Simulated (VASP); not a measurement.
# LiCl (Cmmm) in VASP: further runs

LiCl is run at these levels: PBE, HSE06, r2SCAN; tasks: single point.

All numbers are computed with VASP 6.6.1; they aren't measurements. Logs are shortened: lines on timing, memory, paths and dates and some standing lists are left out, and cuts for length are marked.

## Step 1: The cell of the first run

It takes space group Cmmm (No. 65, orthorhombic). Conventional cell: a = 4.536 Å, b = 4.716 Å, c = 3.271 Å, α = 90.00°, β = 90.00°, γ = 90.00°. Li (site symmetry mmm) has 8 Cl at 2.80 to 2.87 Å and 6 Li at 3.27 Å within 3.7 Å. Within 3.7 Å of Cl (site symmetry mmm) lie 8 Li at 2.80 to 2.87 Å and 6 Cl at 3.27 Å.

## Step 2: Single point, PBE (shear xy strain +3.9%)

INCAR reads:

```
SYSTEM = LiCl
PREC = Accurate
ENCUT = 520
EDIFF = 1E-6
ISMEAR = -1
SIGMA = 0.02
LREAL = .False.
LASPH = .True.
NELM = 60
ALGO = Normal
ISIF = 2
LWAVE = .False.
LCHARG = .False.
GGA = PE
NBANDS = 12
```

KPOINTS reads:

```
regular mesh
0
Gamma
  8 8 8
  0 0 0
```

POSCAR reads:

```
LiCl
1.0
    3.2711235254      0.0636233526      0.0000000000
    0.0636233526      3.2711235254      0.0000000000
    0.0000000000      0.0000000000      3.2711235254
Li Cl
1 1
Direct
    0.0000000000      0.0000000000      0.0000000000
    0.5000000000      0.5000000000      0.5000000000
```

Potentials or basis: VASP PAW PBE potentials, release 64 (Li_sv, Cl).

Command:

```bash
> cat potpaw_PBE.64/Li_sv/POTCAR potpaw_PBE.64/Cl/POTCAR > POTCAR
> mpirun -np 1 vasp_std > vasp.out
```

OUTCAR:

```text
SYSTEM = LiCl
   PREC = Accurate
   ENCUT = 520
   EDIFF = 1E-6
   ISMEAR = -1
   LREAL = .False.
   LASPH = .True.
   NELM = 60
   ISIF = 2
   GGA = PE

 ion  position               nearest neighbor table
   1  0.000  0.000  0.000-
   2  0.500  0.500  0.500-

  LATTYP: Found a base centered orthorhombic cell.
 ALAT       =     4.5360902457
 B/A-ratio  =     1.0396716129
 C/A-ratio  =     0.7211328144

  Lattice vectors:

 A1 = (  -0.0636233526,  -3.2711235254,   0.0000000000)
 A2 = (   3.2711235254,   0.0636233526,   0.0000000000)
 A3 = (   0.0000000000,   0.0000000000,   3.2711235254)

Analysis of symmetry for initial positions (statically):
=====================================================================
 Subroutine PRICEL returns:
 Original cell was already a primitive cell.

 Routine SETGRP: Setting up the symmetry group for a
 base centered orthorhombic supercell.

 Subroutine GETGRP returns: Found  8 space group operations
 (whereof  8 operations were pure point group operations)
 out of a pool of  8 trial point group operations.

The static configuration has the point symmetry D_2h.

Analysis of symmetry for dynamics (positions and initial velocities):
=====================================================================
 Subroutine PRICEL returns:
 Original cell was already a primitive cell.

 Routine SETGRP: Setting up the symmetry group for a
 base centered orthorhombic supercell.

 Subroutine GETGRP returns: Found  8 space group operations
 (whereof  8 operations were pure point group operations)
 out of a pool of  8 trial point group operations.

The dynamic configuration has the point symmetry D_2h.

 Subroutine INISYM returns: Found  8 space group operations
 (whereof  8 operations are pure point group operations),
 and found     1 'primitive' translations

----------------------------------------------------------------------------------------

                                     Primitive cell

  volume of cell :      34.9886

  direct lattice vectors                    reciprocal lattice vectors
     3.271123525  0.063623353  0.000000000     0.305821054 -0.005948220  0.000000000
     0.063623353  3.271123525  0.000000000    -0.005948220  0.305821054  0.000000000
     0.000000000  0.000000000  3.271123525     0.000000000  0.000000000  0.305705362

  length of vectors
     3.271742204  3.271742204  3.271123525     0.305878895  0.305878895  0.305705362

  position of ions in fractional coordinates (direct lattice)
     0.000000000  0.000000000  0.000000000
     0.500000000  0.500000000  0.500000000

  ion indices of the primitive-cell ions
[... 80 lines left out ...]
   NFREE  =      0    steps in history (QN), initial steepest desc. (CG)
   ISIF   =      2    stress and relaxation
   ISYM   =      2    0-nonsym 1-usesym 2-fastsym
   POTIM  = 0.5000    time-step for ionic-motion
   TEBEG  =    0.0;   TEEND  =   0.0 temperature during run
   PSTRESS=    0.0 pullay stress
   NELECT =      10.0000    total number of electrons
   NUPDOWN=      -1.0000    fix difference up-down
   EMIN   =  10.00;   EMAX   =-10.00  energy-range for DOS
   EFERMI =   0.00;   METHOD = LEGACY
   ISMEAR =    -1;   SIGMA  =   0.02  broadening in eV -4-tet -1-fermi 0-gaus
   EFERMI_NEDOS =   21; number of points for ismear=-14 and -15
   IALGO  =     38    algorithm
   IMIX   =      4    mixing-type and parameters
     AMIX     =   0.40;   BMIX     =  1.00
     AMIX_MAG =   1.60;   BMIX_MAG =  1.00
  volume/ion in A,a.u.               =      17.49       118.06
  Fermi-wavevector in a.u.,A,eV,Ry     =   1.078366  2.037815 15.821837  1.162872
  Thomas-Fermi vector in A             =   2.214302
   LORBIT       =      0    0 simple, 1 ext, 2 COOP (PROOUT), +10 PAW based schemes
   GGA     = PE    functional components
   LHFCALC =     F    Hartree Fock is set to
   AEXX    =    0.0000 exact exchange contribution
   IVDW    =     0    specifies the selected vdW correction
   LEPSILON=     F    determine dielectric tensor
   LRPA    =     F    only Hartree local field effects (RPA)
 non-spin polarized calculation
  energy-cutoff  :      520.00
  volume of cell :       34.99
 maximum number of plane-waves:       959
   NGX = 13   NGY = 13   NGZ = 13

 number of electron      10.0000013 magnetization

 Free energy of the ion-electron system (eV)
  ---------------------------------------------------
  ext. energy  EPLUGINS =         0.00000000
  ---------------------------------------------------
  free energy    TOTEN  =        -6.82401479 eV

  energy without entropy =       -6.82401479  energy(sigma->0) =       -6.82401479

 E-fermi :   2.0903     XC(G=0):  -8.6173

 val. band max:        1.5474894348   @ k =   0.5000   0.5000   0.0000
 cond. band min:       5.9917403860   @ k =   0.0000   0.0000   0.0000
 fundamental gap:      4.4442509512
 Fermi energy:         2.0902668112

 k-point     1 :       0.0000    0.0000    0.0000
  band No.  band energies     occupation
      1     -43.7567      2.00000
      2     -12.6858      2.00000
      3       0.6483      2.00000
      4       0.7329      2.00000
      5       0.8240      2.00000
      6       5.9917      0.00000
      7      10.2430      0.00000
      8      10.2580      0.00000
      9      14.5849      0.00000
     10      14.7691      0.00000
     11      14.9393      0.00000
     12      18.4569      0.00000
[... 331 lines left out ...]
 k-point    24 :       0.2500    0.0000    0.1250
  band No.  band energies     occupation
      1     -43.7550      2.00000
      2     -12.3759      2.00000
      3      -1.0081      2.00000
      4       0.3531      2.00000
      5       1.0150      2.00000
      6       7.4252      0.00000
      7      10.7391      0.00000
      8      11.2451      0.00000
      9      12.7286      0.00000
     10      13.2167      0.00000
     11      16.0495      0.00000
     12      17.4404      0.00000

 [... further k-points ...]
[... 5 lines left out ...]
  --------------------------------------------------------------------------------------
  -------------------------------------------------------------------------------------
  Total        0.0448774      0.0448774      0.0418303      0.1379971      0.0000000      0.0000000
  in kB        2.0549997      2.0549997      1.9154708      6.3190836      0.0000000      0.0000000
  external PRESSURE =       2.0084901 kB  Pullay stress =       0.0000000 kB

 VOLUME and BASIS-vectors are now :
 -----------------------------------------------------------------------------
  energy-cutoff  :      520.00
  volume of cell :       34.99
      direct lattice vectors                 reciprocal lattice vectors
     3.271123525  0.063623353  0.000000000     0.305821054 -0.005948220  0.000000000
     0.063623353  3.271123525  0.000000000    -0.005948220  0.305821054  0.000000000
     0.000000000  0.000000000  3.271123525     0.000000000  0.000000000  0.305705362

 POSITION                                       TOTAL-FORCE (eV/Angst)
 -----------------------------------------------------------------------------------
      0.00000      0.00000      0.00000         0.000000      0.000000      0.000000
      1.66737      1.66737      1.63556        -0.000000     -0.000000      0.000000
 -----------------------------------------------------------------------------------
    total drift:                               -0.000000     -0.000000     -0.000000

  FREE ENERGIE OF THE ION-ELECTRON SYSTEM (eV)
  ---------------------------------------------------
  free  energy   TOTEN  =        -6.8240147948 eV

  energy  without entropy=       -6.8240147948  energy(sigma->0) =       -6.82401479
```

It took 16 s on 1 thread of Intel Xeon Platinum 8259CL at 2.50GHz (Skylake/Cascade Lake), shared host; peak memory 0.16 GiB.

What came out:

```yaml
Free_energy: -6.8240 eV
Band_gap_on_the_k_mesh: 4.44 eV, indirect (least direct gap 5.17 eV)
```

Caveat: the cell differs from its parent crystal (shear xy strain +3.9%); the cutoff is under 1.25 times the usual one of these potentials, so pressure, stress and relaxed cells hold a basis-set (Pulay) error. A k mesh can miss the band edges.

[end of part 1 of 2]
